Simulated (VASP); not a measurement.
Here is a VASP 6.6.1 calculation.

File INCAR:

```
PREC = Accurate
ENCUT = 600
EDIFF = 1E-6
ISMEAR = -1
SIGMA = 0.1
LREAL = F
LASPH = T
NELM = 150
ALGO = Normal
ISIF = 3
LWAVE = F
LCHARG = F
ISPIN = 2
MAGMOM = 1.7 1.7
LORBIT = 11
LMAXMIX = 4
GGA = PE
IBRION = 2
NSW = 60
EDIFFG = -0.005
```

KPOINTS

```
Automatic mesh
0
Gamma
  20 20 11
```

The input POSCAR:

```
Co
1.0
    2.4911007134      0.0000000000      0.0000000000
   -1.2455503567      2.1573565012      0.0000000000
    0.0000000000      0.0000000000      4.0355831558
Co
2
Direct
    0.3333333333      0.6666666667      0.2500000000
    0.6666666667      0.3333333333      0.7500000000
```

Potentials or basis: VASP PAW PBE potentials, release 64 (Co).

Launch:

```bash
$ cat potpaw_PBE.64/Co/POTCAR > POTCAR
$ mpirun -np 1 vasp_std > vasp.out
```

(1) Estimate the relaxed volume.

(2) Predict the net moment.

(3) Estimate the site moments.

(4) Predict the relaxed cell.

Results:

(1) 10.82 Å³/atom.

(2) 3.19 μB per cell.

(3) Co +1.62 μB.

(4) a = 2.490 Å, b = 2.490 Å, c = 4.031 Å, α = 90.00°, β = 90.00°, γ = 120.00°.
